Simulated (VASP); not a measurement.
# Sb2Se3: single point with PBE

Crystal: Sb2Se3.

```
Sb Se
1.0
     8.70728   -3.07596    0.00000
     8.70728    3.07596    0.00000
     0.00000    0.00000    5.74838
Sb Se
4 6
Direct
  0.94839 0.28831 0.25000
  0.05161 0.71169 0.75000
  0.28831 0.94839 0.75000
  0.71169 0.05161 0.25000
  0.12051 0.87949 0.25000
  0.87949 0.12051 0.75000
  0.37702 0.01857 0.25000
  0.62298 0.98143 0.75000
  0.01857 0.37702 0.75000
  0.98143 0.62298 0.25000
```

The cell was built from a structure type or drawn by symmetry, and may not be a known phase.

```json
{"Program": "VASP 6.6.1", "Task": "single point", "Functional": "PBE", "Potentials or basis": "VASP PAW PBE potentials, release 64 (Sb, Se)", "Cutoff": "500 eV", "k mesh": "2 × 2 × 2", "Occupations": "gaussian, width 0.15 eV", "Spin": "no spin polarisation"}
```

* Pressure: 0.1 GPa
* Largest force: 0.076 eV/Å
* Band gap on the k mesh: zero (bands 28 and 29 overlap by 0.36 eV)

Forces in eV/Å, atoms in the order of the input:
```
Sb  -0.042  0.063  0.000
Sb   0.042 -0.063  0.000
Sb  -0.042 -0.063  0.000
Sb   0.042  0.063  0.000
Se   0.000  0.013  0.000
Se   0.000 -0.013  0.000
Se   0.034 -0.062  0.000
Se  -0.034  0.062  0.000
Se   0.034  0.062  0.000
Se  -0.034 -0.062  0.000
```

Stress tensor (GPa, compression positive):
```
0.05 0.00 0.00
0.00 0.21 0.00
0.00 0.00 0.07
```

Levels at points of the mesh, in eV from the Fermi level:
```csv
k point,band 24,band 25,band 26,band 27,band 28,band 29,band 30,band 31,band 32,band 33
"(0.00, 0.00, 0.00)",-1.42,-1.28,-1.06,-0.78,0.16,1.10,1.28,1.39,1.86,2.12
"(0.50, 0.00, 0.00)",-1.30,-1.28,-0.60,-0.34,-0.33,0.73,1.32,1.56,1.72,2.00
"(0.50, 0.50, 0.00)",-1.40,-1.30,-1.11,-0.39,-0.21,-0.19,0.66,1.58,2.30,2.36
"(0.00, 0.00, 0.50)",-2.01,-0.81,-0.81,-0.80,-0.80,0.74,0.74,1.53,1.53,2.00
"(0.50, 0.00, 0.50)",-1.61,-0.84,-0.84,-0.69,-0.69,0.95,0.95,1.10,1.10,1.87
"(0.50, 0.50, 0.50)",-1.55,-0.88,-0.88,-0.72,-0.72,0.55,0.55,1.46,1.46,1.83
```

Wall time 56 s on 1 thread of Intel(R) Xeon(R) 6975P-C (Granite Rapids), on a shared host, peak memory 0.48 GiB.

Caveat: the k points lie up to 0.55 Å⁻¹ apart; spin-orbit coupling is left out, which moves the levels of the heavy elements.
